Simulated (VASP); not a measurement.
# Ni (Fm-3m) in VASP: further runs

The runs below take Ni through relaxation of cell and atoms, single point, with r2SCAN.

Everything below comes from runs of VASP 6.6.1. Logs are shortened: lines on timing, memory, paths and dates and some standing lists are left out, and cuts for length are marked.

**1. The cell of the first run**

The structure is cubic, space group Fm-3m (No. 225). The conventional cell has a = 3.409 Å, b = 3.409 Å, c = 3.409 Å, α = 90.00°, β = 90.00°, γ = 90.00°. Within 3.2 Å of Ni (site symmetry m-3m) lie 12 Ni at 2.41 Å.

**2. Relaxation of cell and atoms, r2SCAN**

The input, POSCAR:

```
Ni
1.0
    0.0000000000      1.7047240000      1.7047240000
    1.7047240000      0.0000000000      1.7047240000
    1.7047240000      1.7047240000      0.0000000000
Ni
1
Direct
    0.0000000000      0.0000000000      0.0000000000
```

The input, INCAR.step1:

```
SYSTEM = Ni
ALGO = Normal
EDIFF = 1E-4
ENCUT = 600
GGA = PE
ISMEAR = 1
ISYM = 0
LASPH = .True.
LCHARG = .False.
LREAL = .False.
LWAVE = .True.
NELM = 60
PREC = Accurate
SIGMA = 0.0173
```

The input, INCAR.step2:

```
SYSTEM = Ni
ALGO = Normal
EDIFF = 1E-6
EDIFFG = -0.01
ENCUT = 600
IBRION = 2
ISIF = 3
ISMEAR = 1
ISTART = 1
ISYM = 0
LASPH = .True.
LCHARG = .False.
LMIXTAU = .True.
LREAL = .False.
LWAVE = .False.
METAGGA = R2SCAN
NELM = 60
NSW = 60
PREC = Accurate
SIGMA = 0.0173
```

The input, KPOINTS:

```
k-points
0
Gamma
  9 9 9
  0 0 0
```

Potentials or basis: VASP PAW PBE potentials, release 64 (Ni).

Launch:

```sh
> cat potpaw_PBE.64/Ni/POTCAR > POTCAR
> cp INCAR.step1 INCAR
> mpirun -np 1 vasp_std > vasp.out
> cp INCAR.step2 INCAR
> mpirun -np 1 vasp_std > vasp.out
```

OUTCAR:

```text
SYSTEM = Ni
   EDIFF = 1E-6
   EDIFFG = -0.01
   ENCUT = 600
   IBRION = 2
   ISIF = 3
   ISMEAR = 1
   ISTART = 1
   ISYM = 0
   LASPH = .True.
   LREAL = .False.
   METAGGA = R2SCAN
   NELM = 60
   NSW = 60
   PREC = Accurate

 ion  position               nearest neighbor table
   1  0.000  0.000  0.000-

IMPORTANT INFORMATION: All symmetrisations will be switched off!
NOSYMM: (Re-)initialisation of all symmetry stuff for point group C_1.

----------------------------------------------------------------------------------------

                                     Primitive cell

  volume of cell :       9.9081

  direct lattice vectors                    reciprocal lattice vectors
     0.000000000  1.704724000  1.704724000    -0.293302611  0.293302611  0.293302611
     1.704724000  0.000000000  1.704724000     0.293302611 -0.293302611  0.293302611
     1.704724000  1.704724000  0.000000000     0.293302611  0.293302611 -0.293302611

  length of vectors
     2.410843801  2.410843801  2.410843801     0.508015024  0.508015024  0.508015024

  position of ions in fractional coordinates (direct lattice)
     0.000000000  0.000000000  0.000000000

  ion indices of the primitive-cell ions
   primitive index   ion index
                 1           1

----------------------------------------------------------------------------------------

 KPOINTS: k-points

Automatic generation of k-mesh.
 Grid dimensions read from file:
 generate k-points for:    9    9    9

 Generating k-lattice:

  Cartesian coordinates                     Fractional coordinates (reciprocal lattice)
    -0.032589179  0.032589179  0.032589179     0.111111111  0.000000000  0.000000000
     0.032589179 -0.032589179  0.032589179     0.000000000  0.111111111  0.000000000
     0.032589179  0.032589179 -0.032589179     0.000000000  0.000000000  0.111111111

  Length of vectors
     0.056446114  0.056446114  0.056446114

  Shift w.r.t. Gamma in fractional coordinates (k-lattice)
     0.000000000  0.000000000  0.000000000

 Subroutine IBZKPT returns following result:
 ===========================================

 Found    365 irreducible k-points:

 Following reciprocal coordinates:
            Coordinates               Weight
  0.000000  0.000000  0.000000      1.000000
  0.111111  0.000000  0.000000      2.000000
  0.000000  0.111111  0.000000      2.000000
  0.000000  0.000000  0.111111      2.000000
  0.111111  0.111111  0.111111      2.000000
  0.222222  0.000000  0.000000      2.000000
[... 16 lines left out ...]
  0.111111  0.000000  0.222222      2.000000
  0.111111  0.111111 -0.111111      2.000000
 [... further k-points ...]
   k-points           NKPTS =    365   k-points in BZ     NKDIM =    365   number of bands    NBANDS=      9
   number of dos      NEDOS =    301   number of ions     NIONS =      1
   total plane-waves  NPLWV =   8000
   dimension x,y,z NGX =    20 NGY =   20 NGZ =   20
   dimension x,y,z NGXF=    40 NGYF=   40 NGZF=   40
   ions per type =               1
   NGX,Y,Z   is equivalent  to a cutoff of  13.79, 13.79, 13.79 a.u.
   NGXF,Y,Z  is equivalent  to a cutoff of  27.58, 27.58, 27.58 a.u.
 SYSTEM =  Ni
   PREC   = accura    normal or accurate (medium, high low for compatibility)
   ISTART =      1    job   : 0-new  1-cont  2-samecut
   ICHARG =      0    charge: 1-file 2-atom 10-const
   ISPIN  =      1    spin polarized calculation?
   LNONCOLLINEAR =      F non collinear calculations
   LSORBIT =      F    spin-orbit coupling
   LASPH  =      T    aspherical Exc in radial PAW
   ENCUT  =  600.0 eV  44.10 Ry    6.64 a.u.   4.82  4.82  4.82*2*pi/ulx,y,z
   NELM   =     60;   NELMIN=  2; NELMDL=  0     # of ELM steps
   EDIFF  = 0.1E-05   stopping-criterion for ELM
   LREAL  =      F    real-space projection
   EDIFFG = -.1E-01   stopping-criterion for IOM
   NSW    =     60    number of steps for IOM
   IBRION =      2    ionic relax: 0-MD 1-quasi-New 2-CG
   NFREE  =      1    steps in history (QN), initial steepest desc. (CG)
   ISIF   =      3    stress and relaxation
   ISYM   =      0    0-nonsym 1-usesym 2-fastsym
   POTIM  = 0.5000    time-step for ionic-motion
   TEBEG  =    0.0;   TEEND  =   0.0 temperature during run
   PSTRESS=    0.0 pullay stress
   NELECT =      10.0000    total number of electrons
   NUPDOWN=      -1.0000    fix difference up-down
   EMIN   =  10.00;   EMAX   =-10.00  energy-range for DOS
   EFERMI =   0.00;   METHOD = LEGACY
   ISMEAR =     1;   SIGMA  =   0.02  broadening in eV -4-tet -1-fermi 0-gaus
   EFERMI_NEDOS =   21; number of points for ismear=-14 and -15
   IALGO  =     38    algorithm
   IMIX   =      4    mixing-type and parameters
     AMIX     =   0.40;   BMIX     =  1.00
     AMIX_MAG =   1.60;   BMIX_MAG =  1.00
  volume/ion in A,a.u.               =       9.91        66.86
  Fermi-wavevector in a.u.,A,eV,Ry     =   1.642142  3.103199 36.689891  2.696631
  Thomas-Fermi vector in A             =   2.732494
   LORBIT       =      0    0 simple, 1 ext, 2 COOP (PROOUT), +10 PAW based schemes
   METAGGA = R2SCAN    functional components
   LHFCALC =     F    Hartree Fock is set to
   AEXX    =    0.0000 exact exchange contribution
   IVDW    =     0    specifies the selected vdW correction
   LEPSILON=     F    determine dielectric tensor
   LRPA    =     F    only Hartree local field effects (RPA)
 conjugate gradient relaxation of ions
 non-spin polarized calculation
 Methfessel and Paxton  Order N= 1 SIGMA  =   0.02
  energy-cutoff  :      600.00
  volume of cell :        9.91
 maximum number of plane-waves:       335
   NGX =  9   NGY =  9   NGZ =  9

--------------------------------------- Ionic step        1  -------------------------------------------

 number of electron       9.9999997 magnetization

 Free energy of the ion-electron system (eV)
  ---------------------------------------------------
  ext. energy  EPLUGINS =         0.00000000
  ---------------------------------------------------
  free energy    TOTEN  =       -11.82233374 eV

  energy without entropy =      -11.82239186  energy(sigma->0) =      -11.82235311

 E-fermi :  10.2921     XC(G=0): -15.0113

 val. band max:       10.2694250368   @ k =   0.3333  -0.2222  -0.2222
 cond. band min:      10.2965401413   @ k =   0.4444   0.4444   0.3333
 fundamental gap:      0.0271151045
 Fermi energy:        10.2921088896

 k-point     1 :       0.0000    0.0000    0.0000
  band No.  band energies     occupation
      1       0.5040      2.00000
      2       8.1910      2.00000
      3       8.1910      2.00000
      4       8.1910      2.00000
      5       9.3915      2.00000
      6       9.3915      2.00000
      7      35.9492      0.00000
      8      41.0206      0.00000
      9      41.0207      0.00000

 k-point     2 :       0.1111    0.0000    0.0000
  band No.  band energies     occupation
      1       1.0370      2.00000
      2       8.0397      2.00000
      3       8.3067      2.00000
      4       8.3068      2.00000
      5       9.3480      2.00000
      6       9.3480      2.00000
      7      33.9917      0.00000
      8      37.6189      0.00000
      9      40.1091      0.00000

 k-point     3 :       0.0000    0.1111    0.0000
  band No.  band energies     occupation
      1       1.0370      2.00000
      2       8.0397      2.00000
      3       8.3067      2.00000
      4       8.3068      2.00000
      5       9.3480      2.00000
      6       9.3480      2.00000
      7      33.9917      0.00000
      8      37.6189      0.00000
      9      40.1091      0.00000

 k-point     4 :       0.0000    0.0000    0.1111
  band No.  band energies     occupation
      1       1.0370      2.00000
      2       8.0397      2.00000
      3       8.3067      2.00000
      4       8.3068      2.00000
      5       9.3480      2.00000
      6       9.3480      2.00000
      7      33.9917      0.00000
      8      37.6189      0.00000
      9      40.1091      0.00000
[... 280 lines left out ...]
  FORCE on cell =-STRESS in cart. coord.  units (eV):
  Direction    XX          YY          ZZ          XY          YZ          ZX
  --------------------------------------------------------------------------------------
  -------------------------------------------------------------------------------------
  Total       -0.8106718     -0.8106680     -0.8106701      0.0000838      0.0000856      0.0000833
  in kB     -117.8681395   -117.8675867   -117.8678983      0.0121879      0.0124435      0.0121093
  external PRESSURE =    -117.8678748 kB  Pullay stress =       0.0000000 kB

 VOLUME and BASIS-vectors are now :
 -----------------------------------------------------------------------------
  energy-cutoff  :      600.00
  volume of cell :       11.02
      direct lattice vectors                 reciprocal lattice vectors
     0.000022276  1.766224022  1.766224103    -0.283095145  0.283091583  0.283091568
     1.766224071  0.000022211  1.766224174     0.283091576 -0.283095130  0.283091546
     1.766224085  1.766224107  0.000022197     0.283091571  0.283091557 -0.283095115

 POSITION                                       TOTAL-FORCE (eV/Angst)
 -----------------------------------------------------------------------------------
      0.00002      1.76622      1.76622         0.000000      0.000001      0.000000
 -----------------------------------------------------------------------------------
    total drift:                                0.000000      0.000001      0.000000

  FREE ENERGIE OF THE ION-ELECTRON SYSTEM (eV)
  ---------------------------------------------------
  free  energy   TOTEN  =       -11.8142794601 eV

  energy  without entropy=      -11.8143534341  energy(sigma->0) =      -11.81430412

--------------------------------------- Ionic step        3  -------------------------------------------

 number of electron       9.9999995 magnetization

 Free energy of the ion-electron system (eV)
  ---------------------------------------------------
  ext. energy  EPLUGINS =         0.00000000
  ---------------------------------------------------
  free energy    TOTEN  =       -11.83921358 eV

  energy without entropy =      -11.83931842  energy(sigma->0) =      -11.83924853

 E-fermi :   9.5696     XC(G=0): -14.6791

 val. band max:        9.5504469380   @ k =   0.2222   0.2222  -0.3333
 cond. band min:       9.5745274464   @ k =   0.3333   0.4444   0.4444
 fundamental gap:      0.0240805084
 Fermi energy:         9.5695902106

 k-point     1 :       0.0000    0.0000    0.0000
  band No.  band energies     occupation
      1       0.1426      2.00000
      2       7.6168      2.00000
      3       7.6168      2.00000
      4       7.6168      2.00000
      5       8.7284      2.00000
      6       8.7284      2.00000
      7      34.8166      0.00000
      8      39.5057      0.00000
      9      39.5061      0.00000

 k-point     2 :       0.1111    0.0000    0.0000
  band No.  band energies     occupation
      1       0.6574      2.00000
      2       7.4768      2.00000
      3       7.7248      2.00000
      4       7.7248      2.00000
      5       8.6886      2.00000
      6       8.6887      2.00000
      7      32.7053      0.00000
      8      36.3125      0.00000
      9      38.5507      0.00000

 k-point     3 :       0.0000    0.1111    0.0000
  band No.  band energies     occupation
      1       0.6574      2.00000
      2       7.4768      2.00000
      3       7.7248      2.00000
      4       7.7248      2.00000
      5       8.6886      2.00000
      6       8.6887      2.00000
      7      32.7053      0.00000
      8      36.3125      0.00000
      9      38.5505      0.00000

 k-point     4 :       0.0000    0.0000    0.1111
  band No.  band energies     occupation
      1       0.6574      2.00000
      2       7.4768      2.00000
      3       7.7248      2.00000
      4       7.7248      2.00000
      5       8.6886      2.00000
      6       8.6887      2.00000
      7      32.7053      0.00000
      8      36.3125      0.00000
      9      38.5506      0.00000
[... 243 lines left out ...]
------------------------ aborting loop because EDIFF is reached ----------------------------------------

  FORCE on cell =-STRESS in cart. coord.  units (eV):
  Direction    XX          YY          ZZ          XY          YZ          ZX
  --------------------------------------------------------------------------------------
  -------------------------------------------------------------------------------------
  Total       -0.0029383     -0.0029384     -0.0029400      0.0000843      0.0000846      0.0000842
  in kB       -0.4532548     -0.4532735     -0.4535167      0.0129974      0.0130536      0.0129829
  external PRESSURE =      -0.4533484 kB  Pullay stress =       0.0000000 kB

 VOLUME and BASIS-vectors are now :
 -----------------------------------------------------------------------------
  energy-cutoff  :      600.00
  volume of cell :       10.39
      direct lattice vectors                 reciprocal lattice vectors
     0.000009781  1.731727069  1.731727105    -0.288731544  0.288729917  0.288729910
     1.731727091  0.000009752  1.731727136     0.288729913 -0.288731537  0.288729900
     1.731727097  1.731727107  0.000009746     0.288729911  0.288729905 -0.288731530

 POSITION                                       TOTAL-FORCE (eV/Angst)
 -----------------------------------------------------------------------------------
      0.00001      1.73173      1.73173        -0.000000      0.000000      0.000000
 -----------------------------------------------------------------------------------
    total drift:                               -0.000000      0.000000      0.000000

  FREE ENERGIE OF THE ION-ELECTRON SYSTEM (eV)
  ---------------------------------------------------
  free  energy   TOTEN  =       -11.8392135819 eV

  energy  without entropy=      -11.8393184184  energy(sigma->0) =      -11.83924853

 reached required accuracy - stopping structural energy minimisation
```

It took 2.6 min on 1 thread of Intel Xeon 6975P-C (Granite Rapids), shared host; peak memory 0.17 GiB.

Results:

```
Free energy                            : -11.8392 eV
Relaxed volume                         : 10.39 Å³/atom
Relaxed cell                           : a = 2.449 Å, b = 2.449 Å, c = 2.449 Å, α = 60.00°, β = 60.00°, γ = 60.00°
Space group after relaxing (to 0.05 Å) : Fm-3m (No. 225)
Energy gained by relaxing              : 16.9 meV/atom
Ionic steps                            : 3
Pressure after relaxing                : 0.0 GPa
Band gap on the k mesh                 : zero (band 5 reaches 9.77 eV, above the bottom of band 6 at 8.69 eV)
```

Step by step:
| step | energy change (eV) | largest force (eV/Å) | pressure (GPa) | volume (Å³) |
| --- | --- | --- | --- | --- |
| 1 | 0.0000 | 0.0000 | 12.09 | 9.91 |
| 2 | 0.0081 | 0.0000 | -11.79 | 11.02 |
| 3 | -0.0169 | 0.0000 | -0.05 | 10.39 |

Final structure:
```xyz
1
Lattice="0.0000 1.7317 1.7317 1.7317 0.0000 1.7317 1.7317 1.7317 0.0000" Properties=species:S:1:pos:R:3 pbc="T T T"
Ni    0.0000    1.7317    1.7317
```

Caveat: the PAW data sets were made with another functional, which shifts forces and pressure a little; the run has no spin polarisation, though such a crystal can be magnetic.

**3. Single point, r2SCAN**

This run uses another cell than the first one, of 10.36 Å³/atom, 1.046 times its volume.

The input, POSCAR:

```
Ni
1.0
    0.0000000000      1.7302411076      1.7302411076
    1.7302411076      0.0000000000      1.7302411076
    1.7302411076      1.7302411076      0.0000000000
Ni
1
Direct
    0.0000000000      0.0000000000      0.0000000000
```

The input, INCAR.step1:

```
PREC = Accurate
ENCUT = 660
ISMEAR = 1
SIGMA = 0.0173
LREAL = False
LASPH = True
NELM = 120
NBANDS = 11
GGA = PE
ALGO = Normal
EDIFF = 1E-5
LWAVE = True
LCHARG = False
GGA_COMPAT = False
```

The input, INCAR.step2:

```
PREC = Accurate
ENCUT = 660
EDIFF = 1E-6
ISMEAR = 1
SIGMA = 0.0173
LREAL = False
LASPH = True
NELM = 120
ALGO = Normal
ISIF = 2
LWAVE = False
LCHARG = False
METAGGA = R2SCAN
LMIXTAU = True
NBANDS = 11
ISTART = 1
GGA_COMPAT = False
```

The input, KPOINTS:

```
regular mesh
0
Gamma
  9 9 9
```

Potentials or basis: VASP PAW PBE potentials, release 64 (Ni).

Launch:

```sh
> cat potpaw_PBE.64/Ni/POTCAR > POTCAR
> cp INCAR.step1 INCAR
> mpirun -np 1 vasp_std > vasp.out
> cp INCAR.step2 INCAR
> mpirun -np 1 vasp_std > vasp.out
```

Wall time 24 s (1 thread of Intel Xeon Platinum 8488C (Sapphire Rapids), shared host); peak memory 0.15 GiB.

It converged, with:

| Quantity | Value |
| --- | --- |
| Free energy | -11.8405 eV |
| Pressure | 0.6 GPa |
| Band gap on the k mesh | zero (band 5 reaches 9.80 eV, above the bottom of band 6 at 8.72 eV) |

Levels at points of the mesh, in eV from the Fermi level:
| k point | band 1 | band 2 | band 3 | band 4 | band 5 | band 6 | band 7 | band 8 | band 9 | band 10 |
| --- | --- | --- | --- | --- | --- | --- | --- | --- | --- | --- |
| (0.00, 0.00, 0.00) | -9.45 | -1.96 | -1.96 | -1.96 | -0.84 | -0.84 | 25.27 | 29.98 | 29.98 | 29.98 |

Caveat: the PAW data sets were made with another functional, which shifts forces and pressure a little; the run has no spin polarisation, though such a crystal can be magnetic. Spin polarisation is off, so any magnetic state and its effect on volume and gap are missing.
